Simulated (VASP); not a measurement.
Runs of VASP 6.6.1 on InO. The structure is that of space group P-6m2 (No. 187), or close to it. The cells are those of the table. 

| cell | gap on the mesh (eV) | largest force (eV/Å) |
| --- | --- | --- |
| a = 3.367, b = 3.367, c = 15.480 Å, angles 90.0, 90.0, 120.0°, 4 atoms | 0.37 | (a) |
| a = 3.454, b = 3.454, c = 15.480 Å, angles 90.0, 90.0, 120.0°, 4 atoms | 0.37 | 0.37 |
| a = 3.281, b = 3.281, c = 16.274 Å, angles 90.0, 90.0, 120.0°, 4 atoms | 0.10 | 0.97 |
| a = 3.367, b = 3.367, c = 15.083 Å, angles 90.0, 90.0, 120.0°, 4 atoms | 0.47 | 0.30 |
| a = 3.281, b = 3.281, c = 16.671 Å, angles 90.0, 90.0, 120.0°, 4 atoms | none | 0.93 |
| a = 3.281, b = 3.281, c = 15.083 Å, angles 90.0, 90.0, 120.0°, 4 atoms | 0.47 | 0.95 |
| a = 3.281, b = 3.281, c = 15.877 Å, angles 90.0, 90.0, 120.0°, 4 atoms | 0.22 | 0.90 |
| a = 3.281, b = 3.281, c = 15.480 Å, angles 90.0, 90.0, 120.0°, 4 atoms | (b) | 0.77 |
| a = 3.367, b = 3.367, c = 16.671 Å, angles 90.0, 90.0, 120.0°, 4 atoms | 0.05 | 0.45 |
| a = 3.540, b = 3.540, c = 15.083 Å, angles 90.0, 90.0, 120.0°, 4 atoms | 0.34 | 0.93 |
| a = 3.454, b = 3.454, c = 15.083 Å, angles 90.0, 90.0, 120.0°, 4 atoms | (c) | 0.56 |
| a = 3.367, b = 3.367, c = 15.877 Å, angles 90.0, 90.0, 120.0°, 4 atoms | 0.27 | 0.30 |

Alike in all rows: task single point; level LDA; potentials or basis VASP PAW LDA potentials, release 64 (In_d, O); no spin polarisation; k mesh 12 × 12 × 2; cutoff (eV) 520; smearing gaussian 0.03 eV.

**Question.** Estimate the missing entries.

**Answer.** (a) 0.15; (b) 0.35; (c) 0.45.

Caveats: spin-orbit coupling is left out, which moves the levels of the heavy elements.

A k mesh can miss the band edges, and the runs leave out spin-orbit coupling on In.

A gap of «none» marks levels without a gap at the run's occupations.
